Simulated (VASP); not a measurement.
Input of a VASP 6.6.1 run:

File INCAR:

```
SYSTEM = Si3N4
PREC = Accurate ; ENCUT = 520
EDIFF = 1E-7 ; ISMEAR = -1
SIGMA = 0.02 ; LREAL = .FALSE.
LASPH = .TRUE. ; NELM = 80
ALGO = Normal ; ISIF = 2
LWAVE = .FALSE. ; LCHARG = .FALSE.
GGA = PE ; IBRION = 2
NSW = 80 ; EDIFFG = -0.02
LUSENCCL = .FALSE.
```

Contents of KPOINTS:

```
Automatic mesh
0
G
  6 6 6
  0 0 0
```

The input POSCAR:

```
Si3N4
1.0
    0.0000000000      3.8382500000      3.8382500000
    3.8382500000      0.0000000000      3.8382500000
    3.8382500000      3.8382500000      0.0000000000
Si N
6 8
Direct
    0.1250000000      0.1250000000      0.1250000000
    0.6250000000      0.1250000000      0.1250000000
    0.1250000000      0.1250000000      0.6250000000
    0.1250000000      0.6250000000      0.1250000000
    0.5000000000      0.5000000000      0.5000000000
    0.7500000000      0.7500000000      0.7500000000
    0.8824000000      0.8824000000      0.8824000000
    0.8972000000      0.3676000000      0.3676000000
    0.8824000000      0.8824000000      0.3528000000
    0.3676000000      0.8972000000      0.3676000000
    0.3528000000      0.8824000000      0.8824000000
    0.3676000000      0.3676000000      0.3676000000
    0.8824000000      0.3528000000      0.8824000000
    0.3676000000      0.3676000000      0.8972000000
```

Potentials or basis: VASP PAW PBE potentials, release 64 (Si, N).

Launch:

```console
$ cat potpaw_PBE.64/Si/POTCAR potpaw_PBE.64/N/POTCAR > POTCAR
$ mpirun -np 1 vasp_std > vasp.out
```

(1) What does it give for the band gap on the k mesh?

(2) Estimate the energy gained by relaxing.

## Answers

(1) 3.50 eV, indirect (least direct gap 3.53 eV).

(2) 0.1 meV/atom.
